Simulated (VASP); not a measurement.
A run of VASP 6.6.1 is set up as follows.

POSCAR

```
Cu
1.0
    4.2218759139      0.0000000000      0.0000000000
   -2.1109379570      3.6562517931      0.0000000000
    0.0000000000      0.0000000000      2.5340908915
Cu
3
Direct
    1.0000000000      1.0000000000      0.0000000000
    0.3333333333      0.6666666667      0.5000000000
    0.6666666667      0.3333333333      0.5000000000
```

The input INCAR.step1:

```
SYSTEM = Cu
PREC = Accurate
ENCUT = 520
ISMEAR = -1
SIGMA = 0.1
LREAL = .False.
LASPH = .True.
NELM = 80
NBANDS = 24
GGA = PE
ALGO = Normal
EDIFF = 1E-4
LWAVE = .True.
LCHARG = .False.
```

File INCAR.step2:

```
SYSTEM = Cu
PREC = Accurate
ENCUT = 520
EDIFF = 1E-7
ISMEAR = -1
SIGMA = 0.1
LREAL = .False.
LASPH = .True.
NELM = 80
ALGO = Normal
ISIF = 2
LWAVE = .False.
LCHARG = .False.
METAGGA = R2SCAN
LMIXTAU = .True.
NBANDS = 24
ISTART = 1
```

The input KPOINTS:

```
Automatic mesh
0
Gamma
  10 10 14
  0 0 0
```

Potentials or basis: VASP PAW PBE potentials, release 64 (Cu).

The run is started by

```bash
$ cat potpaw_PBE.64/Cu/POTCAR > POTCAR
$ cp INCAR.step1 INCAR
$ mpirun -np 1 vasp_std > vasp.out
$ cp INCAR.step2 INCAR
$ mpirun -np 1 vasp_std > vasp.out
```

Q: Predict the pressure.

A: -12.7 GPa.

Stress tensor (GPa, compression positive):
```
-12.63   0.00   0.00
  0.00 -12.63   0.00
  0.00   0.00 -12.90
```

Caveat: the PAW data sets were made with another functional, which shifts forces and pressure a little.
